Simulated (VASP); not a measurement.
# CdSe (Cm) in VASP: further runs

CdSe is run at these levels: PBE; tasks: single point.

Everything below comes from runs of VASP 6.6.1. Logs are shortened: lines on timing, memory, paths and dates and some standing lists are left out, and cuts for length are marked.

## 1. The cell of the first run

Symmetry: Cm, No. 8, monoclinic system. Conventional cell: a = 7.445 Å, b = 4.298 Å, c = 7.015 Å, α = 90.00°, β = 90.00°, γ = 90.00°. Cd (site symmetry m) has 4 Se at 2.46 to 2.88 Å within 3.2 Å. Cd (site symmetry m) has 4 Se at 2.63 Å within 3.5 Å. Within 3.5 Å of Se (site symmetry m) lie 4 Cd at 2.63 to 2.80 Å. Se (site symmetry m) has 4 Cd at 2.46 to 2.88 Å within 3.2 Å.

## 2. Single point, PBE (atom 1 (Cd) moved by (+0.300, -0.150) A along y and z)

INCAR reads:

```
PREC = Accurate
ENCUT = 520
EDIFF = 1E-6
ISMEAR = 0
SIGMA = 0.05
LREAL = False
LASPH = True
NELM = 100
ALGO = Normal
ISIF = 2
LWAVE = False
LCHARG = True
GGA = PE
LELF = True
LVHAR = True
NBANDS = 26
```

KPOINTS reads:

```
Automatic mesh
0
Gamma
  6 6 4
```

POSCAR reads:

```
CdSe
1.0
    4.2984999142      0.0000000000      0.0000000000
   -2.1492499571      3.7226101239      0.0000000000
    0.0000000000      0.0000000000      7.0152000000
Cd Se
2 2
Direct
    0.7069609750      0.4139219499     -0.0213821416
    0.3333333333      0.6666666667      0.5000000000
    0.6666666667      0.3333333333      0.3750000000
    0.3333333333      0.6666666667      0.8750000000
```

Potentials or basis: VASP PAW PBE potentials, release 64 (Cd, Se).

Started as:

```sh
$ cat potpaw_PBE.64/Cd/POTCAR potpaw_PBE.64/Se/POTCAR > POTCAR
$ mpirun -np 1 vasp_std > vasp.out
```

OUTCAR:

```text
PREC = Accurate
   ENCUT = 520
   EDIFF = 1E-6
   ISMEAR = 0
   LREAL = False
   LASPH = True
   NELM = 100
   ISIF = 2
   GGA = PE

 ion  position               nearest neighbor table
   1  0.707  0.414  0.979-   4 2.46   4 2.46   3 2.80   4 2.88
   2  0.333  0.667  0.500-   4 2.63   3 2.63   3 2.63   3 2.63
   3  0.667  0.333  0.375-   2 2.63   2 2.63   2 2.63   1 2.80
   4  0.333  0.667  0.875-   1 2.46   1 2.46   2 2.63   1 2.88

  LATTYP: Found a hexagonal cell.
 ALAT       =     4.2984999142
 C/A-ratio  =     1.6320111993

  Lattice vectors:

 A1 = (   4.2984999142,   0.0000000000,   0.0000000000)
 A2 = (  -2.1492499571,   3.7226101239,   0.0000000000)
 A3 = (   0.0000000000,   0.0000000000,   7.0152000000)

Analysis of symmetry for initial positions (statically):
=====================================================================
 Subroutine PRICEL returns:
 Original cell was already a primitive cell.

 Routine SETGRP: Setting up the symmetry group for a
 hexagonal supercell.

 Subroutine GETGRP returns: Found  2 space group operations
 (whereof  2 operations were pure point group operations)
 out of a pool of 24 trial point group operations.

The static configuration has the point symmetry C_1h.

Analysis of symmetry for dynamics (positions and initial velocities):
=====================================================================
 Subroutine PRICEL returns:
 Original cell was already a primitive cell.

 Routine SETGRP: Setting up the symmetry group for a
 hexagonal supercell.

 Subroutine GETGRP returns: Found  2 space group operations
 (whereof  2 operations were pure point group operations)
 out of a pool of 24 trial point group operations.

The dynamic configuration has the point symmetry C_1h.

 Subroutine INISYM returns: Found  2 space group operations
 (whereof  2 operations are pure point group operations),
 and found     1 'primitive' translations

----------------------------------------------------------------------------------------

                                     Primitive cell

  volume of cell :     112.2547

  direct lattice vectors                    reciprocal lattice vectors
     4.298499914  0.000000000  0.000000000     0.232639297  0.134314361  0.000000000
    -2.149249957  3.722610124  0.000000000     0.000000000  0.268628722  0.000000000
     0.000000000  0.000000000  7.015200000     0.000000000  0.000000000  0.142547611

  length of vectors
     4.298499914  4.298499914  7.015200000     0.268628722  0.268628722  0.142547611

  position of ions in fractional coordinates (direct lattice)
     0.706960975  0.413921950  0.978617858
     0.333333333  0.666666667  0.500000000
     0.666666667  0.333333333  0.375000000
     0.333333333  0.666666667  0.875000000

  ion indices of the primitive-cell ions
   primitive index   ion index
                 1           1
                 2           2
                 3           3
                 4           4

----------------------------------------------------------------------------------------

 KPOINTS: Automatic mesh

Automatic generation of k-mesh.
 Grid dimensions read from file:
 generate k-points for:    6    6    4

 Generating k-lattice:

  Cartesian coordinates                     Fractional coordinates (reciprocal lattice)
     0.038773216  0.022385727  0.000000000     0.166666667  0.000000000  0.000000000
     0.000000000  0.044771454  0.000000000     0.000000000  0.166666667  0.000000000
     0.000000000  0.000000000  0.035636903     0.000000000  0.000000000  0.250000000

  Length of vectors
     0.044771454  0.044771454  0.035636903

  Shift w.r.t. Gamma in fractional coordinates (k-lattice)
     0.000000000  0.000000000  0.000000000

 Subroutine IBZKPT returns following result:
 ===========================================

 Found     47 irreducible k-points:

 Following reciprocal coordinates:
            Coordinates               Weight
  0.000000  0.000000  0.000000      1.000000
  0.166667  0.000000  0.000000      4.000000
  0.000000  0.166667  0.000000      2.000000
  0.333333  0.000000  0.000000      4.000000
  0.000000  0.333333  0.000000      2.000000
  0.500000  0.000000  0.000000      2.000000
[... 16 lines left out ...]
  0.500000  0.000000  0.250000      4.000000
  0.000000  0.500000  0.250000      2.000000
 [... further k-points ...]
   k-points           NKPTS =     47   k-points in BZ     NKDIM =     47   number of bands    NBANDS=     26
   number of dos      NEDOS =    301   number of ions     NIONS =      4
   total plane-waves  NPLWV =  55296
   dimension x,y,z NGX =    32 NGY =   32 NGZ =   54
   dimension x,y,z NGXF=    64 NGYF=   64 NGZF=  108
   ions per type =               2   2
   NGX,Y,Z   is equivalent  to a cutoff of  12.38, 12.38, 12.80 a.u.
   NGXF,Y,Z  is equivalent  to a cutoff of  24.75, 24.75, 25.59 a.u.
 SYSTEM =  unknown system
   PREC   = accura    normal or accurate (medium, high low for compatibility)
   ISTART =      0    job   : 0-new  1-cont  2-samecut
   ICHARG =      2    charge: 1-file 2-atom 10-const
   ISPIN  =      1    spin polarized calculation?
   LNONCOLLINEAR =      F non collinear calculations
   LSORBIT =      F    spin-orbit coupling
   LASPH  =      T    aspherical Exc in radial PAW
   ENCUT  =  520.0 eV  38.22 Ry    6.18 a.u.   7.99  7.99 13.04*2*pi/ulx,y,z
   NELM   =    100;   NELMIN=  2; NELMDL= -5     # of ELM steps
   EDIFF  = 0.1E-05   stopping-criterion for ELM
   LREAL  =      F    real-space projection
   EDIFFG = 0.1E-04   stopping-criterion for IOM
   NSW    =      0    number of steps for IOM
   IBRION =     -1    ionic relax: 0-MD 1-quasi-New 2-CG
   NFREE  =      0    steps in history (QN), initial steepest desc. (CG)
   ISIF   =      2    stress and relaxation
   ISYM   =      2    0-nonsym 1-usesym 2-fastsym
   POTIM  = 0.5000    time-step for ionic-motion
   TEBEG  =    0.0;   TEEND  =   0.0 temperature during run
   PSTRESS=    0.0 pullay stress
   NELECT =      36.0000    total number of electrons
   NUPDOWN=      -1.0000    fix difference up-down
   EMIN   =  10.00;   EMAX   =-10.00  energy-range for DOS
   EFERMI =   0.00;   METHOD = LEGACY
   ISMEAR =     0;   SIGMA  =   0.05  broadening in eV -4-tet -1-fermi 0-gaus
   EFERMI_NEDOS =   21; number of points for ismear=-14 and -15
   IALGO  =     38    algorithm
   IMIX   =      4    mixing-type and parameters
     AMIX     =   0.40;   BMIX     =  1.00
     AMIX_MAG =   1.60;   BMIX_MAG =  1.00
  volume/ion in A,a.u.               =      28.06       189.38
  Fermi-wavevector in a.u.,A,eV,Ry     =   1.120575  2.117579 17.084668  1.255688
  Thomas-Fermi vector in A             =   2.257222
   LORBIT       =      0    0 simple, 1 ext, 2 COOP (PROOUT), +10 PAW based schemes
   GGA     = PE    functional components
   LHFCALC =     F    Hartree Fock is set to
   AEXX    =    0.0000 exact exchange contribution
   IVDW    =     0    specifies the selected vdW correction
   LEPSILON=     F    determine dielectric tensor
   LRPA    =     F    only Hartree local field effects (RPA)
 non-spin polarized calculation
 Gauss-broadening in eV      SIGMA  =   0.05
  energy-cutoff  :      520.00
  volume of cell :      112.25
 maximum number of plane-waves:      3042
   NGX = 15   NGY = 15   NGZ = 27

 number of electron      35.9999997 magnetization

 Free energy of the ion-electron system (eV)
  ---------------------------------------------------
  ext. energy  EPLUGINS =         0.00000000
  ---------------------------------------------------
  free energy    TOTEN  =       -10.63115122 eV

  energy without entropy =      -10.63115122  energy(sigma->0) =      -10.63115122

 E-fermi :   1.2384     XC(G=0):  -8.8868

 val. band max:        1.0031729704   @ k =   0.0000   0.0000   0.0000
 cond. band min:       1.6988578153   @ k =   0.0000   0.0000   0.0000
 fundamental gap:      0.6956848449
 Fermi energy:         1.2384339754

 k-point     1 :       0.0000    0.0000    0.0000
  band No.  band energies     occupation
      1     -11.9030      2.00000
      2     -11.1575      2.00000
      3      -7.3564      2.00000
      4      -7.1461      2.00000
      5      -7.0013      2.00000
      6      -6.8671      2.00000
[... 18 lines left out ...]
     25       8.2815      0.00000
     26       8.6441      0.00000

 k-point     2 :       0.1667    0.0000    0.0000
  band No.  band energies     occupation
      1     -11.8173      2.00000
      2     -11.1052      2.00000
      3      -7.3361      2.00000
      4      -7.0644      2.00000
      5      -6.9862      2.00000
      6      -6.8714      2.00000
[... 18 lines left out ...]
     25       8.2017      0.00000
     26       8.6223      0.00000

 k-point     3 :       0.0000    0.1667    0.0000
  band No.  band energies     occupation
      1     -11.8397      2.00000
      2     -11.1061      2.00000
      3      -7.3304      2.00000
      4      -7.1201      2.00000
      5      -6.9600      2.00000
      6      -6.8604      2.00000
[... 18 lines left out ...]
     25       8.2744      0.00000
     26       8.9032      0.00000

 k-point     4 :       0.3333    0.0000    0.0000
  band No.  band energies     occupation
      1     -11.6394      2.00000
      2     -11.0017      2.00000
      3      -7.2247      2.00000
      4      -6.9937      2.00000
      5      -6.9216      2.00000
      6      -6.8433      2.00000
[... 18 lines left out ...]
     25       8.8712      0.00000
     26       9.3088      0.00000
[... 496 lines left out ...]
      1     -11.7016      2.00000
      2     -11.0071      2.00000
      3      -7.2791      2.00000
      4      -7.0748      2.00000
      5      -6.8794      2.00000
      6      -6.8383      2.00000
[... 18 lines left out ...]
     25       8.3914      0.00000
     26       9.6665      0.00000

 k-point    23 :       0.5000    0.0000    0.2500
  band No.  band energies     occupation
      1     -11.5418      2.00000
      2     -10.9494      2.00000
      3      -7.1327      2.00000
      4      -7.0148      2.00000
      5      -6.8936      2.00000
      6      -6.8181      2.00000
[... 18 lines left out ...]
     25       9.1804      0.00000
     26      10.4308      0.00000

 k-point    24 :       0.0000    0.5000    0.2500
  band No.  band energies     occupation
      1     -11.6427      2.00000
      2     -10.9486      2.00000
      3      -7.2556      2.00000
      4      -7.0780      2.00000
      5      -6.8374      2.00000
      6      -6.8278      2.00000
[... 18 lines left out ...]
     25       9.0438      0.00000
     26      10.5411      0.00000

 [... further k-points ...]

------------------------ aborting loop because EDIFF is reached ----------------------------------------

  FORCE on cell =-STRESS in cart. coord.  units (eV):
  Direction    XX          YY          ZZ          XY          YZ          ZX
  --------------------------------------------------------------------------------------
  -------------------------------------------------------------------------------------
  Total        5.9370572      1.7964849      1.6887649      0.0000000     -0.7737899      0.0000000
  in kB       84.7378191     25.6406843     24.1032302      0.0000000    -11.0440683      0.0000000
  external PRESSURE =      44.8272445 kB  Pullay stress =       0.0000000 kB

 VOLUME and BASIS-vectors are now :
 -----------------------------------------------------------------------------
  energy-cutoff  :      520.00
  volume of cell :      112.25
      direct lattice vectors                 reciprocal lattice vectors
     4.298499914  0.000000000  0.000000000     0.232639297  0.134314361  0.000000000
    -2.149249957  3.722610124  0.000000000     0.000000000  0.268628722  0.000000000
     0.000000000  0.000000000  7.015200000     0.000000000  0.000000000  0.142547611

 POSITION                                       TOTAL-FORCE (eV/Angst)
 -----------------------------------------------------------------------------------
      2.14925      1.54087      6.86520        -0.000000     -1.328765      1.075616
     -0.00000      2.48174      3.50760        -0.000000     -0.037856     -0.220595
      2.14925      1.24087      2.63070        -0.000000      0.066665     -0.432655
     -0.00000      2.48174      6.13830         0.000000      1.299956     -0.422365
 -----------------------------------------------------------------------------------
    total drift:                               -0.000001     -0.000336      0.000374

  FREE ENERGIE OF THE ION-ELECTRON SYSTEM (eV)
  ---------------------------------------------------
  free  energy   TOTEN  =       -10.6311512167 eV

  energy  without entropy=      -10.6311512167  energy(sigma->0) =      -10.63115122
```

It took 71 s on 1 thread of Intel Xeon Platinum 8488C (Sapphire Rapids), shared host; peak memory 0.29 GiB.

What came out:

```yaml
Free_energy: -10.6312 eV
Pressure: 4.5 GPa
Largest_force: 1.710 eV/Å
Band_gap_on_the_k_mesh: 0.70 eV, direct
```

Forces in eV/Å, atoms in the order of the input:
```
Cd   0.000 -1.329  1.076
Cd   0.000 -0.038 -0.221
Se   0.000  0.067 -0.433
Se   0.000  1.300 -0.422
```

Stress tensor (GPa, compression positive):
```
 8.47  0.00  0.00
 0.00  2.56 -1.10
 0.00 -1.10  2.41
```

Caveat: the cell differs from its parent crystal (atom 1 (Cd) moved by (+0.300, -0.150) A along y and z); forces of over 1 eV/Å act on the atoms, so gaps and moduli don't describe the material at rest.

## 3. Single point, PBE (atom 1 (Cd) moved by (+0.300, +0.150) A along y and z)

INCAR reads:

```
ALGO     = Normal         # electronic algorithm
EDIFF    = 1E-6           # SCF threshold, eV
ENCUT    = 520            # plane-wave cutoff, eV
GGA      = PE             # functional
ISIF     = 2              # what is computed and relaxed
ISMEAR   = 0              # smearing method
LASPH    = True           # aspherical terms in the spheres
LCHARG   = False          # write CHGCAR
LREAL    = False          # projectors in reciprocal space
LWAVE    = False          # write WAVECAR
NBANDS   = 26             # bands
NELM     = 80             # most SCF steps
PREC     = Accurate       # precision mode
SIGMA    = 0.05           # smearing width, eV
```

KPOINTS reads:

```
k-points
0
Gamma
  6 6 4
```

Changes to POSCAR since step 2:

```diff
@@ -8,3 +8,3 @@
 Direct
-    0.7069609750      0.4139219499     -0.0213821416
+    0.7069609750      0.4139219499      0.0213821416
     0.3333333333      0.6666666667      0.5000000000
```

Potentials or basis: VASP PAW PBE potentials, release 64 (Cd, Se).

Started as:

```sh
$ cat potpaw_PBE.64/Cd/POTCAR potpaw_PBE.64/Se/POTCAR > POTCAR
$ mpirun -np 1 vasp_std > vasp.out
```

OUTCAR:

```text
EDIFF = 1E-6
   ENCUT = 520
   GGA = PE
   ISIF = 2
   ISMEAR = 0
   LASPH = True
   LREAL = False
   NELM = 80
   PREC = Accurate

 ion  position               nearest neighbor table
   1  0.707  0.414  0.021-   3 2.50   4 2.56   4 2.56   4 2.97
   2  0.333  0.667  0.500-   4 2.63   3 2.63   3 2.63   3 2.63
   3  0.667  0.333  0.375-   1 2.50   2 2.63   2 2.63   2 2.63
   4  0.333  0.667  0.875-   1 2.56   1 2.56   2 2.63   1 2.97

  LATTYP: Found a hexagonal cell.
 ALAT       =     4.2984999142
 C/A-ratio  =     1.6320111993

  Lattice vectors:

 A1 = (   4.2984999142,   0.0000000000,   0.0000000000)
 A2 = (  -2.1492499571,   3.7226101239,   0.0000000000)
 A3 = (   0.0000000000,   0.0000000000,   7.0152000000)

Analysis of symmetry for initial positions (statically):
=====================================================================
 Subroutine PRICEL returns:
 Original cell was already a primitive cell.

 Routine SETGRP: Setting up the symmetry group for a
 hexagonal supercell.

 Subroutine GETGRP returns: Found  2 space group operations
[... 166 lines left out ...]

  energy without entropy =      -10.71335714  energy(sigma->0) =      -10.71335714

 E-fermi :   1.3441     XC(G=0):  -8.8911

 val. band max:        1.0761093185   @ k =   0.0000   0.0000   0.0000
 cond. band min:       1.6379164225   @ k =   0.0000   0.0000   0.0000
 fundamental gap:      0.5618071040
 Fermi energy:         1.3441333270

 k-point     1 :       0.0000    0.0000    0.0000
  band No.  band energies     occupation
      1     -11.8053      2.00000
      2     -11.1794      2.00000
      3      -7.0999      2.00000
      4      -7.0837      2.00000
      5      -7.0335      2.00000
      6      -6.9228      2.00000
[... 685 lines left out ...]
     25       9.1386      0.00000
     26      10.2691      0.00000

 [... further k-points ...]

------------------------ aborting loop because EDIFF is reached ----------------------------------------

  FORCE on cell =-STRESS in cart. coord.  units (eV):
  Direction    XX          YY          ZZ          XY          YZ          ZX
  --------------------------------------------------------------------------------------
  -------------------------------------------------------------------------------------
  Total        3.2540908      1.3156711      4.0931882      0.0000000     -0.8923326      0.0000000
  in kB       46.4446524     18.7781745     58.4208352      0.0000000    -12.7359931      0.0000000
  external PRESSURE =      41.2145540 kB  Pullay stress =       0.0000000 kB

 VOLUME and BASIS-vectors are now :
 -----------------------------------------------------------------------------
  energy-cutoff  :      520.00
  volume of cell :      112.25
      direct lattice vectors                 reciprocal lattice vectors
     4.298499914  0.000000000  0.000000000     0.232639297  0.134314361  0.000000000
    -2.149249957  3.722610124  0.000000000     0.000000000  0.268628722  0.000000000
     0.000000000  0.000000000  7.015200000     0.000000000  0.000000000  0.142547611

 POSITION                                       TOTAL-FORCE (eV/Angst)
 -----------------------------------------------------------------------------------
      2.14925      1.54087      0.15000         0.000000     -0.661067     -0.876802
     -0.00000      2.48174      3.50760        -0.000000     -0.058849      0.197204
      2.14925      1.24087      2.63070        -0.000000     -0.058855      0.738509
     -0.00000      2.48174      6.13830         0.000000      0.778771     -0.058911
 -----------------------------------------------------------------------------------
    total drift:                               -0.000000     -0.000306     -0.000157

  FREE ENERGIE OF THE ION-ELECTRON SYSTEM (eV)
  ---------------------------------------------------
  free  energy   TOTEN  =       -10.7133571383 eV

  energy  without entropy=      -10.7133571383  energy(sigma->0) =      -10.71335714
```

Wall time 72 s (1 thread of Intel Xeon Platinum 8488C (Sapphire Rapids), shared host); peak memory 0.29 GiB.

What came out:

```
Free energy            : -10.7134 eV
Pressure               : 4.1 GPa
Largest force          : 1.098 eV/Å
Band gap on the k mesh : 0.56 eV, direct
```

Forces in eV/Å, atoms in the order of the input:
```
Cd   0.000 -0.661 -0.877
Cd   0.000 -0.059  0.197
Se   0.000 -0.059  0.739
Se   0.000  0.779 -0.059
```

Caveat: the cell differs from its parent crystal (atom 1 (Cd) moved by (+0.300, +0.150) A along y and z); forces of over 1 eV/Å act on the atoms, so gaps and moduli don't describe the material at rest.

[end of part 1 of 2]
